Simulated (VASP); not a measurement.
# Rh3N (Pm-3m) in VASP: further runs

Rh3N is run at these levels: PBE; tasks: single point, relaxation of cell and atoms.

Everything below comes from runs of VASP 6.6.1. Logs are shortened: lines on timing, memory, paths and dates and some standing lists are left out, and cuts for length are marked.

## Step 1: The cell of the first run

The structure is cubic, space group Pm-3m (No. 221). Conventional cell: a = 3.717 Å, b = 3.717 Å, c = 3.717 Å, α = 90.00°, β = 90.00°, γ = 90.00°. Rh (site symmetry 4/mmm) has 8 Rh at 2.63 Å and 4 N at 2.63 Å within 3.5 Å. N (site symmetry m-3m) has 12 Rh at 2.63 Å within 3.5 Å.

## Step 2: Single point, PBE

Input file INCAR:

```
PREC     = Accurate       # precision mode
ENCUT    = 520            # plane-wave cutoff, eV
EDIFF    = 1E-7           # SCF threshold, eV
ISMEAR   = 0              # smearing method
SIGMA    = 0.1            # smearing width, eV
LREAL    = F              # projectors in reciprocal space
LASPH    = T              # aspherical terms in the spheres
NELM     = 60             # most SCF steps
ALGO     = Normal         # electronic algorithm
ISIF     = 2              # what is computed and relaxed
LWAVE    = F              # write WAVECAR
LCHARG   = F              # write CHGCAR
GGA      = PE             # functional
NBANDS   = 33             # bands
```

Input file KPOINTS:

```
Automatic mesh
0
Gamma
  6 6 6
```

Input file POSCAR:

```
Rh3N
1.0
    3.7169012447      0.0000000000      0.0000000000
    0.0000000000      3.7169012447      0.0000000000
    0.0000000000      0.0000000000      3.7169012447
Rh N
3 1
Direct
    0.0000000000      0.5000000000      0.5000000000
    0.5000000000      0.0000000000      0.5000000000
    0.5000000000      0.5000000000      0.0000000000
    0.0000000000      0.0000000000      0.0000000000
```

Potentials or basis: VASP PAW PBE potentials, release 64 (Rh_pv, N).

On the command line:

```
> cat potpaw_PBE.64/Rh_pv/POTCAR potpaw_PBE.64/N/POTCAR > POTCAR
> mpirun -np 1 vasp_std > vasp.out
```

OUTCAR:

```text
PREC = Accurate
   ENCUT = 520
   EDIFF = 1E-7
   ISMEAR = 0
   LREAL = F
   LASPH = T
   NELM = 60
   ISIF = 2
   GGA = PE

 ion  position               nearest neighbor table
   1  0.000  0.500  0.500-   2 2.63   3 2.63   3 2.63   2 2.63   2 2.63   3 2.63   3 2.63   2 2.63

   2  0.500  0.000  0.500-   1 2.63   3 2.63   3 2.63   1 2.63   3 2.63   3 2.63   1 2.63   1 2.63

   3  0.500  0.500  0.000-   1 2.63   2 2.63   1 2.63   2 2.63   2 2.63   2 2.63   1 2.63   1 2.63

   4  0.000  0.000  0.000-

  LATTYP: Found a simple cubic cell.
 ALAT       =     3.7169012447

  Lattice vectors:

 A1 = (   3.7169012447,   0.0000000000,   0.0000000000)
 A2 = (   0.0000000000,   3.7169012447,   0.0000000000)
 A3 = (   0.0000000000,   0.0000000000,   3.7169012447)

Analysis of symmetry for initial positions (statically):
=====================================================================
 Subroutine PRICEL returns:
 Original cell was already a primitive cell.

 Routine SETGRP: Setting up the symmetry group for a
 simple cubic supercell.

 Subroutine GETGRP returns: Found 48 space group operations
 (whereof 48 operations were pure point group operations)
 out of a pool of 48 trial point group operations.

The static configuration has the point symmetry O_h .

Analysis of symmetry for dynamics (positions and initial velocities):
=====================================================================
 Subroutine PRICEL returns:
 Original cell was already a primitive cell.

 Routine SETGRP: Setting up the symmetry group for a
 simple cubic supercell.

 Subroutine GETGRP returns: Found 48 space group operations
 (whereof 48 operations were pure point group operations)
 out of a pool of 48 trial point group operations.

The dynamic configuration has the point symmetry O_h .

 Subroutine INISYM returns: Found 48 space group operations
 (whereof 48 operations are pure point group operations),
 and found     1 'primitive' translations

----------------------------------------------------------------------------------------

                                     Primitive cell
[... 83 lines left out ...]
   ICHARG =      2    charge: 1-file 2-atom 10-const
   ISPIN  =      1    spin polarized calculation?
   LNONCOLLINEAR =      F non collinear calculations
   LSORBIT =      F    spin-orbit coupling
   LASPH  =      T    aspherical Exc in radial PAW
   ENCUT  =  520.0 eV  38.22 Ry    6.18 a.u.   6.91  6.91  6.91*2*pi/ulx,y,z
   NELM   =     60;   NELMIN=  2; NELMDL= -5     # of ELM steps
   EDIFF  = 0.1E-06   stopping-criterion for ELM
   LREAL  =      F    real-space projection
   EDIFFG = 0.1E-05   stopping-criterion for IOM
   NSW    =      0    number of steps for IOM
   IBRION =     -1    ionic relax: 0-MD 1-quasi-New 2-CG
   NFREE  =      0    steps in history (QN), initial steepest desc. (CG)
   ISIF   =      2    stress and relaxation
   ISYM   =      2    0-nonsym 1-usesym 2-fastsym
   POTIM  = 0.5000    time-step for ionic-motion
   TEBEG  =    0.0;   TEEND  =   0.0 temperature during run
   PSTRESS=    0.0 pullay stress
   NELECT =      50.0000    total number of electrons
   NUPDOWN=      -1.0000    fix difference up-down
   EMIN   =  10.00;   EMAX   =-10.00  energy-range for DOS
   EFERMI =   0.00;   METHOD = LEGACY
   ISMEAR =     0;   SIGMA  =   0.10  broadening in eV -4-tet -1-fermi 0-gaus
   EFERMI_NEDOS =   21; number of points for ismear=-14 and -15
   IALGO  =     38    algorithm
   IMIX   =      4    mixing-type and parameters
     AMIX     =   0.40;   BMIX     =  1.00
     AMIX_MAG =   1.60;   BMIX_MAG =  1.00
  volume/ion in A,a.u.               =      12.84        86.63
  Fermi-wavevector in a.u.,A,eV,Ry     =   1.622621  3.066309 35.822773  2.632900
  Thomas-Fermi vector in A             =   2.716205
   LORBIT       =      0    0 simple, 1 ext, 2 COOP (PROOUT), +10 PAW based schemes
   GGA     = PE    functional components
   LHFCALC =     F    Hartree Fock is set to
   AEXX    =    0.0000 exact exchange contribution
   IVDW    =     0    specifies the selected vdW correction
   LEPSILON=     F    determine dielectric tensor
   LRPA    =     F    only Hartree local field effects (RPA)
 non-spin polarized calculation
 Gauss-broadening in eV      SIGMA  =   0.10
  energy-cutoff  :      520.00
  volume of cell :       51.35
 maximum number of plane-waves:      1409
 NGX is ok and might be reduce to    28
   NGX = 13   NGY = 13   NGZ = 13

 number of electron      49.9999959 magnetization

 Free energy of the ion-electron system (eV)
  ---------------------------------------------------
  ext. energy  EPLUGINS =         0.00000000
  ---------------------------------------------------
  free energy    TOTEN  =       -25.22542413 eV

  energy without entropy =      -25.21023728  energy(sigma->0) =      -25.21783071

 E-fermi :  10.2496     XC(G=0): -13.4125

 val. band max:       10.2460248383   @ k =   0.0000   0.0000   0.0000
 cond. band min:      10.2526391646   @ k =   0.1667   0.0000   0.0000
 fundamental gap:      0.0066143262
 Fermi energy:        10.2496043514

 k-point     1 :       0.0000    0.0000    0.0000
  band No.  band energies     occupation
      1     -36.5600      2.00000
      2     -36.5600      2.00000
      3     -36.5600      2.00000
      4     -36.0992      2.00000
      5     -36.0992      2.00000
      6     -36.0992      2.00000
[... 709 lines left out ...]
     32      17.5913      0.00000
     33      18.3881      0.00000

------------------------ aborting loop because EDIFF is reached ----------------------------------------

  FORCE on cell =-STRESS in cart. coord.  units (eV):
  Direction    XX          YY          ZZ          XY          YZ          ZX
  --------------------------------------------------------------------------------------
  -------------------------------------------------------------------------------------
  Total        0.0938157      0.0938157      0.0938157      0.0000000      0.0000000     -0.0000000
  in kB        2.9271360      2.9271360      2.9271360      0.0000000      0.0000000     -0.0000000
  external PRESSURE =       2.9271360 kB  Pullay stress =       0.0000000 kB

 VOLUME and BASIS-vectors are now :
 -----------------------------------------------------------------------------
  energy-cutoff  :      520.00
  volume of cell :       51.35
      direct lattice vectors                 reciprocal lattice vectors
     3.716901245  0.000000000  0.000000000     0.269041315  0.000000000  0.000000000
     0.000000000  3.716901245  0.000000000     0.000000000  0.269041315  0.000000000
     0.000000000  0.000000000  3.716901245     0.000000000  0.000000000  0.269041315

 POSITION                                       TOTAL-FORCE (eV/Angst)
 -----------------------------------------------------------------------------------
      0.00000      1.85845      1.85845         0.000000      0.000000      0.000000
      1.85845      0.00000      1.85845         0.000000      0.000000      0.000000
      1.85845      1.85845      0.00000         0.000000      0.000000      0.000000
      0.00000      0.00000      0.00000         0.000000      0.000000      0.000000
 -----------------------------------------------------------------------------------
    total drift:                                0.000000      0.000000      0.000000

  FREE ENERGIE OF THE ION-ELECTRON SYSTEM (eV)
  ---------------------------------------------------
  free  energy   TOTEN  =       -25.2254241310 eV

  energy  without entropy=      -25.2102372837  energy(sigma->0) =      -25.21783071
```

stdout:

```text
POSCAR found type information on POSCAR RhN
 POSCAR found :  2 types and       4 ions
 scaLAPACK will be used
 LDA part: xc-table for (Slater+PW92), standard interpolation
 POSCAR, INCAR and KPOINTS ok, starting setup
 FFT: planning ... GRIDC
 FFT: planning ... GRID_SOFT
 FFT: planning ... GRID
 WAVECAR not read
 entering main loop
```

Run time: 63 s. Hardware: 1 thread of Oxide Virtual Turin-like, shared host; peak memory 0.13 GiB.

What came out:

- Free energy: -25.2254 eV
- Pressure: 0.3 GPa
- Band gap on the k mesh: zero (band 25 reaches 10.43 eV, above the bottom of band 26 at 10.17 eV)

## Step 3: Relaxation of cell and atoms, PBE

This run uses another cell than the first one, of 11.13 Å³/atom, 0.867 times its volume.

Input file INCAR:

```
SYSTEM = Rh3N
  ALGO = Normal
  EDIFF = 1E-7
  EDIFFG = -0.04
  ENCUT = 600
  GGA = PE
  IBRION = 2
  ISIF = 3
  ISMEAR = 0
  LASPH = .True.
  LCHARG = .False.
  LREAL = .False.
  LWAVE = .False.
  NELM = 80
  NSW = 90
  PREC = Accurate
  SIGMA = 0.1
```

Input file KPOINTS:

```
k-points
0
Gamma
  6 6 6
  0 0 0
```

Input file POSCAR:

```
Rh3N
1.0
    3.5441251439      0.0000000000      0.0000000000
    0.0000000000      3.5441251439      0.0000000000
    0.0000000000      0.0000000000      3.5441251439
Rh N
3 1
Direct
    0.0000000000      0.5000000000      0.5000000000
    0.5000000000      0.0000000000      0.5000000000
    0.5000000000      0.5000000000      0.0000000000
    0.0000000000      0.0000000000      0.0000000000
```

Potentials or basis: VASP PAW PBE potentials, release 64 (Rh_pv, N).

On the command line:

```
> cat potpaw_PBE.64/Rh_pv/POTCAR potpaw_PBE.64/N/POTCAR > POTCAR
> mpirun -np 1 vasp_std > vasp.out
```

Wall time 4.7 min (1 thread of Oxide Virtual Turin-like, shared host); peak memory 0.14 GiB.

Results (log left out):

* Free energy: -25.2153 eV
* Relaxed volume: 12.85 Å³/atom
* Relaxed cell: a = 3.718 Å, b = 3.718 Å, c = 3.718 Å, α = 90.00°, β = 90.00°, γ = 90.00°
* Space group after relaxing (to 0.05 Å): Pm-3m (No. 221)
* Energy gained by relaxing: 210.7 meV/atom
* Ionic steps: 5
* Pressure after relaxing: 0.0 GPa
* Band gap on the k mesh: zero (band 25 reaches 10.41 eV, above the bottom of band 26 at 10.15 eV)

Step by step:
| step | energy change (eV) | largest force (eV/Å) | pressure (GPa) | volume (Å³) |
| --- | --- | --- | --- | --- |
| 1 | 0.0000 | 0.0000 | 45.18 | 44.52 |
| 2 | 1.2512 | 0.0000 | -30.72 | 67.95 |
| 3 | -0.8366 | 0.0000 | -2.85 | 52.10 |
| 4 | -0.8426 | 0.0000 | -0.62 | 51.55 |
| 5 | -0.8429 | 0.0000 | 0.01 | 51.40 |

Final structure:
```
CELL_PARAMETERS angstrom
3.71817 0.00000 0.00000
0.00000 3.71817 0.00000
0.00000 0.00000 3.71817
ATOMIC_POSITIONS crystal
Rh 0.00000 0.50000 0.50000
Rh 0.50000 0.00000 0.50000
Rh 0.50000 0.50000 0.00000
N 0.00000 0.00000 0.00000
```

Levels at points of the mesh, in eV from the Fermi level:
```tsv
k point	band 22	band 23	band 24	band 25	band 26	band 27	band 28	band 29
(0.00, 0.00, 0.00)	-1.25	-1.25	0.00	0.00	1.05	1.47	1.47	1.47
(0.50, 0.00, 0.00)	-1.65	-1.65	-0.76	0.13	0.25	0.63	0.63	1.48
(0.50, 0.50, 0.00)	-1.61	-1.51	-0.86	-0.40	0.20	0.76	0.76	1.13
(0.50, 0.50, 0.50)	-1.41	-1.41	-0.55	-0.55	1.00	1.04	1.04	1.04
```

Caveat: the volume moved by over 15 % at a fixed basis, so the end points are rough.

## Step 4: Single point, PBE

This run uses another cell than the first one, of 12.87 Å³/atom, 1.002 times its volume.

Input file INCAR:

```
SYSTEM = Rh3N
PREC = Accurate ; ENCUT = 520
EDIFF = 1E-6 ; ISMEAR = 0
SIGMA = 0.1 ; LREAL = .False.
LASPH = .True. ; NELM = 80
ALGO = Normal ; ISIF = 2
LWAVE = .False. ; LCHARG = .False.
GGA = PE ; NBANDS = 33
```

Input file KPOINTS:

```
regular mesh
0
Gamma
  12 12 12
  0 0 0
```

Input file POSCAR:

```
Rh3N
1.0
    3.7196556206      0.0000000000      0.0000000000
    0.0000000000      3.7196556206      0.0000000000
    0.0000000000      0.0000000000      3.7196556206
Rh N
3 1
Direct
    0.0000000000      0.5000000000      0.5000000000
    0.5000000000      0.0000000000      0.5000000000
    0.5000000000      0.5000000000      0.0000000000
    0.0000000000      0.0000000000      0.0000000000
```

On the command line:

```
> cat potpaw_PBE.64/Rh_pv/POTCAR potpaw_PBE.64/N/POTCAR > POTCAR
> mpirun -np 1 vasp_std > vasp.out
```

Run time: 92 s. Hardware: 1 thread of Oxide Virtual Turin-like, shared host; peak memory 0.2 GiB.

Results (log left out):

```yaml
Free_energy: -25.2005 eV
Pressure: 0.0 GPa
Band_gap_on_the_k_mesh: zero (band 25 reaches 10.38 eV, above the bottom of band 26 at 10.03 eV)
```

Levels at points of the mesh, in eV from the Fermi level:
| k point | band 22 | band 23 | band 24 | band 25 | band 26 | band 27 | band 28 | band 29 |
| --- | --- | --- | --- | --- | --- | --- | --- | --- |
| (0.00, 0.00, 0.00) | -1.25 | -1.25 | -0.01 | -0.01 | 1.05 | 1.46 | 1.46 | 1.46 |
| (0.50, 0.00, 0.00) | -1.65 | -1.65 | -0.76 | 0.13 | 0.25 | 0.63 | 0.63 | 1.47 |
| (0.50, 0.50, 0.00) | -1.60 | -1.51 | -0.87 | -0.40 | 0.20 | 0.76 | 0.76 | 1.13 |
| (0.50, 0.50, 0.50) | -1.41 | -1.41 | -0.55 | -0.55 | 0.99 | 1.03 | 1.03 | 1.03 |

## Step 5: Summary

```tsv
task	cell	k mesh	cutoff (eV)	gap on the mesh (eV)	pressure (GPa)
single point	a = 3.717 Å, 4 atoms	6 × 6 × 6	520	none	0.3
relaxation of cell and atoms	relaxed from a = 3.544 Å, 4 atoms	6 × 6 × 6	600	none	0.0
single point	a = 3.720 Å, 4 atoms	12 × 12 × 12	520	none	0.0
```

Alike in all rows: level PBE; potentials or basis VASP PAW PBE potentials, release 64 (Rh_pv, N); no spin polarisation; smearing gaussian 0.1 eV.

Caveats: the volume moved by over 15 % at a fixed basis, so the end points are rough (some runs).

Total energies depend on the potentials used, so only differences within one code and one set of settings carry meaning.
